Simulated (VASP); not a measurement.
# In3GaP2 (P6/mmm) in VASP: a series of runs

Runs on In3GaP2. Level: PBE. Tasks: single point.

Everything below comes from runs of VASP 6.6.1. Logs are shortened: lines on timing, memory, paths and dates and some standing lists are left out, and cuts for length are marked.

## (1) The cell of the first run

The structure is hexagonal, space group P6/mmm (No. 191). The conventional cell has a = 6.175 Å, b = 6.175 Å, c = 4.967 Å, α = 90.00°, β = 90.00°, γ = 120.00°. In (site symmetry mmm) has 2 P at 1.78 Å within 2.4 Å. Ga (site symmetry 6/mmm) has 6 In at 3.09 Å and 6 P at 3.57 Å within 4.1 Å. P (site symmetry -6m2) has 3 In at 1.78 Å within 2.4 Å.

## (2) Single point, PBE

Contents of INCAR:

```
SYSTEM = In3GaP2
  ALGO = Normal
  EDIFF = 1E-7
  ENCUT = 520
  GGA = PE
  ISIF = 2
  ISMEAR = 0
  LASPH = .TRUE.
  LCHARG = .TRUE.
  LELF = .TRUE.
  LREAL = .FALSE.
  LVHAR = .TRUE.
  LWAVE = .FALSE.
  NBANDS = 40
  NELM = 100
  PREC = Accurate
  SIGMA = 0.1
```

Contents of KPOINTS:

```
k-points
0
G
  3 3 4
  0 0 0
```

Contents of POSCAR:

```
In3GaP2
1.0
    6.1751448800      0.0000000000      0.0000000000
   -3.0875724400      5.3478323400      0.0000000000
    0.0000000000      0.0000000000      4.9674010200
In Ga P
3 1 2
Direct
    0.5000000000      0.0000000000      0.0000000000
    0.0000000000      0.5000000000      0.0000000000
    0.5000000000      0.5000000000      0.0000000000
    0.0000000000      0.0000000000      0.0000000000
    0.3333333300      0.6666666700      0.0000000000
    0.6666666700      0.3333333300      0.0000000000
```

Potentials or basis: VASP PAW PBE potentials, release 64 (In_d, Ga_d, P).

Run with:

```console
> cat potpaw_PBE.64/In_d/POTCAR potpaw_PBE.64/Ga_d/POTCAR potpaw_PBE.64/P/POTCAR > POTCAR
> mpirun -np 1 vasp_std > vasp.out
```

OUTCAR:

```text
SYSTEM = In3GaP2
   EDIFF = 1E-7
   ENCUT = 520
   GGA = PE
   ISIF = 2
   ISMEAR = 0
   LASPH = .TRUE.
   LREAL = .FALSE.
   NELM = 100
   PREC = Accurate

 ion  position               nearest neighbor table
   1  0.500  0.000  0.000-   5 1.78   6 1.78   4 3.09   4 3.09   2 3.09   3 3.09   3 3.09   2 3.09

   2  0.000  0.500  0.000-   5 1.78   6 1.78   3 3.09   3 3.09   4 3.09   4 3.09   1 3.09   1 3.09

   3  0.500  0.500  0.000-   5 1.78   6 1.78   2 3.09   2 3.09   4 3.09   1 3.09   1 3.09   4 3.09

   4  0.000  0.000  0.000-   1 3.09   1 3.09   3 3.09   2 3.09   2 3.09   3 3.09
   5  0.333  0.667  0.000-   2 1.78   1 1.78   3 1.78
   6  0.667  0.333  0.000-   2 1.78   1 1.78   3 1.78

  LATTYP: Found a hexagonal cell.
 ALAT       =     6.1751448800
 C/A-ratio  =     0.8044185386

  Lattice vectors:

 A1 = (   6.1751448800,   0.0000000000,   0.0000000000)
 A2 = (  -3.0875724400,   5.3478323400,   0.0000000000)
 A3 = (   0.0000000000,   0.0000000000,   4.9674010200)

Analysis of symmetry for initial positions (statically):
=====================================================================
 Subroutine PRICEL returns:
 Original cell was already a primitive cell.

 Routine SETGRP: Setting up the symmetry group for a
 hexagonal supercell.

 Subroutine GETGRP returns: Found 24 space group operations
 (whereof 24 operations were pure point group operations)
 out of a pool of 24 trial point group operations.

The static configuration has the point symmetry D_6h.

Analysis of symmetry for dynamics (positions and initial velocities):
=====================================================================
 Subroutine PRICEL returns:
 Original cell was already a primitive cell.

 Routine SETGRP: Setting up the symmetry group for a
 hexagonal supercell.

 Subroutine GETGRP returns: Found 24 space group operations
 (whereof 24 operations were pure point group operations)
 out of a pool of 24 trial point group operations.

The dynamic configuration has the point symmetry D_6h.

 Subroutine INISYM returns: Found 24 space group operations
 (whereof 24 operations are pure point group operations),
 and found     1 'primitive' translations

----------------------------------------------------------------------------------------

                                     Primitive cell

  volume of cell :     164.0417

  direct lattice vectors                    reciprocal lattice vectors
     6.175144880  0.000000000  0.000000000     0.161939520  0.093495826  0.000000000
    -3.087572440  5.347832340  0.000000000     0.000000000  0.186991651  0.000000000
     0.000000000  0.000000000  4.967401020     0.000000000  0.000000000  0.201312517

  length of vectors
     6.175144880  6.175144882  4.967401020     0.186991651  0.186991651  0.201312517

  position of ions in fractional coordinates (direct lattice)
     0.500000000  0.000000000  0.000000000
     0.000000000  0.500000000  0.000000000
     0.500000000  0.500000000  0.000000000
     0.000000000  0.000000000  0.000000000
     0.333333330  0.666666670  0.000000000
     0.666666670  0.333333330  0.000000000

  ion indices of the primitive-cell ions
   primitive index   ion index
                 1           1
                 2           2
                 3           3
                 4           4
                 5           5
                 6           6

----------------------------------------------------------------------------------------

 KPOINTS: k-points

Automatic generation of k-mesh.
 Grid dimensions read from file:
 generate k-points for:    3    3    4

 Generating k-lattice:

  Cartesian coordinates                     Fractional coordinates (reciprocal lattice)
     0.053979840  0.031165275  0.000000000     0.333333333  0.000000000  0.000000000
     0.000000000  0.062330550  0.000000000     0.000000000  0.333333333  0.000000000
     0.000000000  0.000000000  0.050328129     0.000000000  0.000000000  0.250000000

  Length of vectors
     0.062330550  0.062330550  0.050328129

  Shift w.r.t. Gamma in fractional coordinates (k-lattice)
     0.000000000  0.000000000  0.000000000

 Subroutine IBZKPT returns following result:
 ===========================================

 Found      9 irreducible k-points:

 Following reciprocal coordinates:
            Coordinates               Weight
  0.000000  0.000000  0.000000      1.000000
  0.333333  0.000000  0.000000      6.000000
  0.333333  0.333333  0.000000      2.000000
  0.000000  0.000000  0.250000      2.000000
  0.333333  0.000000  0.250000     12.000000
  0.333333  0.333333  0.250000      4.000000
  0.000000  0.000000  0.500000      1.000000
  0.333333  0.000000  0.500000      6.000000
  0.333333  0.333333  0.500000      2.000000
   k-points           NKPTS =      9   k-points in BZ     NKDIM =      9   number of bands    NBANDS=     40
   number of dos      NEDOS =    301   number of ions     NIONS =      6
   total plane-waves  NPLWV =  92160
   dimension x,y,z NGX =    48 NGY =   48 NGZ =   40
   dimension x,y,z NGXF=    96 NGYF=   96 NGZF=   80
   ions per type =               3   1   2
   NGX,Y,Z   is equivalent  to a cutoff of  12.92, 12.92, 13.39 a.u.
   NGXF,Y,Z  is equivalent  to a cutoff of  25.84, 25.84, 26.77 a.u.
 SYSTEM =  In3GaP2
   PREC   = accura    normal or accurate (medium, high low for compatibility)
   ISTART =      0    job   : 0-new  1-cont  2-samecut
   ICHARG =      2    charge: 1-file 2-atom 10-const
   ISPIN  =      1    spin polarized calculation?
   LNONCOLLINEAR =      F non collinear calculations
   LSORBIT =      F    spin-orbit coupling
   LASPH  =      T    aspherical Exc in radial PAW
   ENCUT  =  520.0 eV  38.22 Ry    6.18 a.u.  11.48 11.48  9.24*2*pi/ulx,y,z
   NELM   =    100;   NELMIN=  2; NELMDL= -5     # of ELM steps
   EDIFF  = 0.1E-06   stopping-criterion for ELM
   LREAL  =      F    real-space projection
   EDIFFG = 0.1E-05   stopping-criterion for IOM
   NSW    =      0    number of steps for IOM
   IBRION =     -1    ionic relax: 0-MD 1-quasi-New 2-CG
   NFREE  =      0    steps in history (QN), initial steepest desc. (CG)
   ISIF   =      2    stress and relaxation
   ISYM   =      2    0-nonsym 1-usesym 2-fastsym
   POTIM  = 0.5000    time-step for ionic-motion
   TEBEG  =    0.0;   TEEND  =   0.0 temperature during run
   PSTRESS=    0.0 pullay stress
   NELECT =      62.0000    total number of electrons
   NUPDOWN=      -1.0000    fix difference up-down
   EMIN   =  10.00;   EMAX   =-10.00  energy-range for DOS
   EFERMI =   0.00;   METHOD = LEGACY
   ISMEAR =     0;   SIGMA  =   0.10  broadening in eV -4-tet -1-fermi 0-gaus
   EFERMI_NEDOS =   21; number of points for ismear=-14 and -15
   IALGO  =     38    algorithm
   IMIX   =      4    mixing-type and parameters
     AMIX     =   0.40;   BMIX     =  1.00
     AMIX_MAG =   1.60;   BMIX_MAG =  1.00
  volume/ion in A,a.u.               =      27.34       184.50
  Fermi-wavevector in a.u.,A,eV,Ry     =   1.183643  2.236761 19.061903  1.401010
  Thomas-Fermi vector in A             =   2.319873
   LORBIT       =      0    0 simple, 1 ext, 2 COOP (PROOUT), +10 PAW based schemes
   GGA     = PE    functional components
   LHFCALC =     F    Hartree Fock is set to
   AEXX    =    0.0000 exact exchange contribution
   IVDW    =     0    specifies the selected vdW correction
   LEPSILON=     F    determine dielectric tensor
   LRPA    =     F    only Hartree local field effects (RPA)
 non-spin polarized calculation
 Gauss-broadening in eV      SIGMA  =   0.10
  energy-cutoff  :      520.00
  volume of cell :      164.04
 maximum number of plane-waves:      4458
 NGX is ok and might be reduce to    48
   NGX = 23   NGY = 23   NGZ = 19

 number of electron      62.0000012 magnetization

 Free energy of the ion-electron system (eV)
  ---------------------------------------------------
  ext. energy  EPLUGINS =         0.00000000
  ---------------------------------------------------
  free energy    TOTEN  =        15.75672051 eV

  energy without entropy =       15.76905323  energy(sigma->0) =       15.76288687

 E-fermi :   5.4152     XC(G=0):  -8.3896

 val. band max:        5.3531098502   @ k =   0.3333   0.0000   0.5000
 cond. band min:       5.5572836748   @ k =   0.0000   0.0000   0.5000
 fundamental gap:      0.2041738246
 Fermi energy:         5.4152160971

 k-point     1 :       0.0000    0.0000    0.0000
  band No.  band energies     occupation
      1     -15.9773      2.00000
      2     -14.0261      2.00000
      3     -14.0261      2.00000
      4     -12.6275      2.00000
      5     -12.4935      2.00000
      6     -12.4935      2.00000
[... 32 lines left out ...]
     39      11.2649      0.00000
     40      11.4088      0.00000

 k-point     2 :       0.3333    0.0000    0.0000
  band No.  band energies     occupation
      1     -15.6366      2.00000
      2     -14.5033      2.00000
      3     -13.9639      2.00000
      4     -12.5875      2.00000
      5     -12.5221      2.00000
      6     -12.3843      2.00000
[... 32 lines left out ...]
     39       9.9714      0.00000
     40      10.5720      0.00000

 k-point     3 :       0.3333    0.3333    0.0000
  band No.  band energies     occupation
      1     -15.1139      2.00000
      2     -15.1139      2.00000
      3     -13.9130      2.00000
      4     -12.6220      2.00000
      5     -12.3717      2.00000
      6     -12.3717      2.00000
[... 32 lines left out ...]
     39       9.3261      0.00000
     40       9.3262      0.00000

 k-point     4 :       0.0000    0.0000    0.2500
  band No.  band energies     occupation
      1     -15.9767      2.00000
      2     -14.0260      2.00000
      3     -14.0260      2.00000
      4     -12.6296      2.00000
      5     -12.4933      2.00000
      6     -12.4933      2.00000
[... 32 lines left out ...]
     39      10.9648      0.00000
     40      11.8703      0.00000

 k-point     5 :       0.3333    0.0000    0.2500
  band No.  band energies     occupation
      1     -15.6360      2.00000
      2     -14.5031      2.00000
      3     -13.9639      2.00000
      4     -12.5874      2.00000
      5     -12.5239      2.00000
      6     -12.3842      2.00000
[... 32 lines left out ...]
     39      10.3062      0.00000
     40      11.0725      0.00000

 k-point     6 :       0.3333    0.3333    0.2500
  band No.  band energies     occupation
      1     -15.1135      2.00000
      2     -15.1135      2.00000
      3     -13.9129      2.00000
      4     -12.6219      2.00000
      5     -12.3732      2.00000
      6     -12.3732      2.00000
[... 32 lines left out ...]
     39       9.9316      0.00000
     40       9.9316      0.00000

 k-point     7 :       0.0000    0.0000    0.5000
  band No.  band energies     occupation
      1     -15.9761      2.00000
      2     -14.0259      2.00000
      3     -14.0259      2.00000
      4     -12.6317      2.00000
      5     -12.4931      2.00000
      6     -12.4931      2.00000
[... 32 lines left out ...]
     39      11.9228      0.00000
     40      12.4299      0.00000

 k-point     8 :       0.3333    0.0000    0.5000
  band No.  band energies     occupation
      1     -15.6355      2.00000
      2     -14.5028      2.00000
      3     -13.9638      2.00000
      4     -12.5872      2.00000
      5     -12.5258      2.00000
      6     -12.3841      2.00000
[... 32 lines left out ...]
     39      10.4897      0.00000
     40      11.3720      0.00000

 k-point     9 :       0.3333    0.3333    0.5000
  band No.  band energies     occupation
      1     -15.1131      2.00000
      2     -15.1131      2.00000
      3     -13.9128      2.00000
      4     -12.6218      2.00000
      5     -12.3746      2.00000
      6     -12.3746      2.00000
[... 32 lines left out ...]
     39      11.5120      0.00000
     40      11.5120      0.00000

------------------------ aborting loop because EDIFF is reached ----------------------------------------

  FORCE on cell =-STRESS in cart. coord.  units (eV):
  Direction    XX          YY          ZZ          XY          YZ          ZX
  --------------------------------------------------------------------------------------
  -------------------------------------------------------------------------------------
  Total      145.7849598    145.7849599     -1.6547818      0.0000000      0.0000000      0.0000000
  in kB     1423.8660891   1423.8660901    -16.1620762      0.0000000      0.0000000      0.0000000
  external PRESSURE =     943.8567010 kB  Pullay stress =       0.0000000 kB

 VOLUME and BASIS-vectors are now :
 -----------------------------------------------------------------------------
  energy-cutoff  :      520.00
  volume of cell :      164.04
      direct lattice vectors                 reciprocal lattice vectors
     6.175144880  0.000000000  0.000000000     0.161939520  0.093495826  0.000000000
    -3.087572440  5.347832340  0.000000000     0.000000000  0.186991651  0.000000000
     0.000000000  0.000000000  4.967401020     0.000000000  0.000000000  0.201312517

 POSITION                                       TOTAL-FORCE (eV/Angst)
 -----------------------------------------------------------------------------------
      3.08757      0.00000      0.00000        -0.000000      0.000000      0.000000
     -1.54379      2.67392      0.00000        -0.000000      0.000000      0.000000
      1.54379      2.67392      0.00000        -0.000000      0.000000      0.000000
      0.00000      0.00000      0.00000        -0.000000      0.000000      0.000000
     -0.00000      3.56522      0.00000         0.000000      0.000000      0.000000
      3.08757      1.78261      0.00000         0.000000     -0.000000      0.000000
 -----------------------------------------------------------------------------------
    total drift:                               -0.000000      0.000000      0.000000

  FREE ENERGIE OF THE ION-ELECTRON SYSTEM (eV)
  ---------------------------------------------------
  free  energy   TOTEN  =        15.7567205136 eV

  energy  without entropy=       15.7690532319  energy(sigma->0) =       15.76288687
```

It took 48 s on 1 thread of Intel Xeon 6975P-C (Granite Rapids), shared host; peak memory 0.31 GiB.

What came out:

```
Free energy            : 15.7567 eV
Pressure               : 94.4 GPa
Band gap on the k mesh : zero (band 31 reaches 6.49 eV, above the bottom of band 32 at 5.34 eV)
```

Stress tensor (GPa, compression positive):
```
142.39   0.00   0.00
  0.00 142.39   0.00
  0.00   0.00  -1.62
```

Levels at points of the mesh, in eV from the Fermi level:
```
           k point  band 27  band 28  band 29  band 30  band 31  band 32  band 33  band 34  band 35  band 36
(0.00, 0.00, 0.00)    -5.78    -4.86    -1.47    -0.39    -0.39     1.12     1.12     1.63     1.91     4.52
(0.00, 0.00, 0.50)    -6.30    -4.69    -1.91    -0.25    -0.25     0.14     0.14     0.31     3.80     3.80
```

Caveat: the k points lie up to 0.39 Å⁻¹ apart; spin-orbit coupling is left out, which moves the levels of the heavy elements.

## (3) Single point, PBE

This run uses another cell than the first one, of 32.84 Å³/atom, 1.201 times its volume.

Contents of INCAR:

```
  PREC = Accurate
  ENCUT = 520
  EDIFF = 1E-7
  ISMEAR = 0
  SIGMA = 0.1
  LREAL = F
  LASPH = T
  NELM = 100
  ALGO = Normal
  ISIF = 2
  LWAVE = F
  LCHARG = T
  GGA = PE
  LELF = T
  LVHAR = T
  NBANDS = 40
```

Contents of KPOINTS:

```
regular mesh
0
Gamma
  3 3 4
```

Contents of POSCAR:

```
In3GaP2
1.0
    8.7308345071      0.0000000000      0.0000000000
   -4.3654172535      7.5611244793      0.0000000000
    0.0000000000      0.0000000000      2.9844171525
In Ga P
3 1 2
Direct
    0.5000000000      0.0000000000      0.0000000000
    0.0000000000      0.5000000000      0.0000000000
    0.5000000000      0.5000000000      0.0000000000
    0.0000000000      0.0000000000      0.0000000000
    0.3333333333      0.6666666667      0.0000000000
    0.6666666667      0.3333333333      0.0000000000
```

Potentials or basis: VASP PAW PBE potentials, release 64 (In_d, Ga_d, P).

Run with:

```console
> cat potpaw_PBE.64/In_d/POTCAR potpaw_PBE.64/Ga_d/POTCAR potpaw_PBE.64/P/POTCAR > POTCAR
> mpirun -np 1 vasp_std > vasp.out
```

It took 54 s on 1 thread of Intel Xeon 6975P-C (Granite Rapids), shared host; peak memory 0.37 GiB.

It converged, with:

* Free energy: -18.1025 eV
* Pressure: 0.1 GPa
* Band gap on the k mesh: zero (band 31 reaches 4.52 eV, above the bottom of band 32 at 2.67 eV)

Stress tensor (GPa, compression positive):
```
 0.17  0.00  0.00
 0.00  0.17  0.00
 0.00  0.00 -0.03
```

Levels at points of the mesh, in eV from the Fermi level:
| k point | band 28 | band 29 | band 30 | band 31 | band 32 | band 33 | band 34 | band 35 |
| --- | --- | --- | --- | --- | --- | --- | --- | --- |
| (0.00, 0.00, 0.00) | -3.43 | -0.91 | -0.91 | 1.08 | 1.08 | 1.66 | 2.15 | 2.15 |
| (0.00, 0.00, 0.50) | -2.28 | -2.28 | -1.08 | -1.08 | -0.77 | 0.41 | 1.19 | 2.06 |

Caveat: the k points lie up to 0.53 Å⁻¹ apart; spin-orbit coupling is left out, which moves the levels of the heavy elements.

## (4) Single point, PBE

This run uses another cell than the first one, of 33.65 Å³/atom, 1.231 times its volume.

Contents of INCAR:

```
SYSTEM = In3GaP2
PREC     = Accurate       ! precision mode
ENCUT    = 520            ! plane-wave cutoff, eV
EDIFF    = 1E-6           ! SCF threshold, eV
ISMEAR   = 0              ! smearing method
SIGMA    = 0.1            ! smearing width, eV
LREAL    = .False.        ! projectors in reciprocal space
LASPH    = .True.         ! aspherical terms in the spheres
NELM     = 60             ! most SCF steps
ALGO     = Normal         ! electronic algorithm
ISIF     = 2              ! what is computed and relaxed
LWAVE    = .False.        ! write WAVECAR
LCHARG   = .False.        ! write CHGCAR
GGA      = PE             ! functional
NBANDS   = 40             ! bands
```

Contents of KPOINTS:

```
Automatic mesh
0
Gamma
  3 3 6
  0 0 0
```

Changes to POSCAR since step 3:

```diff
@@ -2,5 +2,5 @@
 1.0
-    8.7308345071      0.0000000000      0.0000000000
-   -4.3654172535      7.5611244793      0.0000000000
-    0.0000000000      0.0000000000      2.9844171525
+    9.2278446598      0.0000000000      0.0000000000
+   -4.6139223299      7.9915478976      0.0000000000
+    0.0000000000      0.0000000000      2.7379790429
 In Ga P
```

Run with:

```console
> cat potpaw_PBE.64/In_d/POTCAR potpaw_PBE.64/Ga_d/POTCAR potpaw_PBE.64/P/POTCAR > POTCAR
> mpirun -np 1 vasp_std > vasp.out
```

It took 44 s on 1 thread of Intel Xeon 6975P-C (Granite Rapids), shared host; peak memory 0.35 GiB.

It converged, with:

| Item | Value |
| --- | --- |
| Free energy | -18.4704 eV |
| Pressure | 0.0 GPa |
| Band gap on the k mesh | zero (band 31 reaches 4.15 eV, above the bottom of band 32 at 2.16 eV) |

Stress tensor (GPa, compression positive):
```
 0.01  0.00  0.00
 0.00  0.01  0.00
 0.00  0.00 -0.09
```

Levels at points of the mesh, in eV from the Fermi level:
```csv
k point,band 28,band 29,band 30,band 31,band 32,band 33,band 34,band 35,band 36,band 37
"(0.00, 0.00, 0.00)",-4.35,-1.16,-1.16,-0.09,-0.09,0.91,1.28,1.28,2.59,4.13
"(0.00, 0.00, 0.50)",-1.71,-1.71,-1.38,-1.38,-1.22,0.09,0.61,2.85,2.85,3.35
```

Caveat: the k points lie up to 0.38 Å⁻¹ apart; spin-orbit coupling is left out, which moves the levels of the heavy elements.

## (5) Overview

```tsv
cell	k mesh	gap on the mesh (eV)	pressure (GPa)
a = 6.175, b = 6.175, c = 4.967 Å, angles 90.0, 90.0, 120.0°, 6 atoms	3 × 3 × 4	none	94.4
a = 8.731, b = 8.731, c = 2.984 Å, angles 90.0, 90.0, 120.0°, 6 atoms	3 × 3 × 4	none	0.1
a = 9.228, b = 9.228, c = 2.738 Å, angles 90.0, 90.0, 120.0°, 6 atoms	3 × 3 × 6	none	0.0
```

Alike in all rows: task single point; level PBE; potentials or basis VASP PAW PBE potentials, release 64 (In_d, Ga_d, P); no spin polarisation; cutoff (eV) 520; smearing gaussian 0.1 eV.

Caveats: all runs use coarse meshes; spin-orbit coupling is left out, which moves the levels of the heavy elements.

Absolute energies hang on the potentials; compare differences alone.
